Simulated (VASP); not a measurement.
A run of VASP 6.6.1:

The input INCAR:

```
SYSTEM = B8N7
ALGO     = Normal         ! electronic algorithm
EDIFF    = 1E-6           ! SCF threshold, eV
ENCUT    = 520            ! plane-wave cutoff, eV
GGA      = PE             ! functional
ISIF     = 2              ! what is computed and relaxed
ISMEAR   = 0              ! smearing method
LASPH    = .TRUE.         ! aspherical terms in the spheres
LCHARG   = .FALSE.        ! write CHGCAR
LREAL    = Auto         
LWAVE    = .FALSE.        ! write WAVECAR
NBANDS   = 42             ! bands
NELECT   = 56.0         
NELM     = 80             ! most SCF steps
PREC     = Accurate       ! precision mode
SIGMA    = 0.05           ! smearing width, eV
```

The input KPOINTS:

```
k-points
0
G
  6 6 6
  0 0 0
```

File POSCAR:

```
B8N7
1.0
    0.0000000000      0.0000000000     -5.0982823342
    4.4227374162      0.0000000000     -2.5491411671
    0.0000000000     -4.4227374162     -2.5491411671
B N
8 7
Direct
    0.5757144903      0.1742855097      0.1742855097
    0.0757144903      0.1742855097      0.1742855097
    0.5000000000      0.3257144903      0.6742855097
    0.0000000000      0.3257144903      0.6742855097
    0.5000000000      0.6742855097      0.3257144903
    0.0000000000      0.6742855097      0.3257144903
    0.9242855097      0.8257144903      0.8257144903
    0.4242855097      0.8257144903      0.8257144903
    0.7500000000      0.8126165678      0.1873834322
    0.6873834322      0.3126165678      0.3126165678
    0.1873834322      0.3126165678      0.3126165678
    0.3126165678      0.6873834322      0.6873834322
    0.8126165678      0.6873834322      0.6873834322
    0.2300150135      0.1605225606      0.8794474124
    0.7500000000      0.1873834322      0.8126165678
```

Potentials or basis: VASP PAW PBE potentials, release 64 (B, N).

Run with:

```console
$ cat potpaw_PBE.64/B/POTCAR potpaw_PBE.64/N/POTCAR > POTCAR
$ mpirun -np 1 vasp_std > vasp.out
```

Hardware: 1 thread of Intel(R) Xeon(R) Platinum 8375C CPU @ 2.90GHz (Ice Lake), with other jobs on the host.

Estimate the wall time of this run.

Wall time 10 min on 1 thread of Intel(R) Xeon(R) Platinum 8375C CPU @ 2.90GHz (Ice Lake) (shared host), peak memory 0.33 GiB. Counts: scf iterations 15, k points 68.
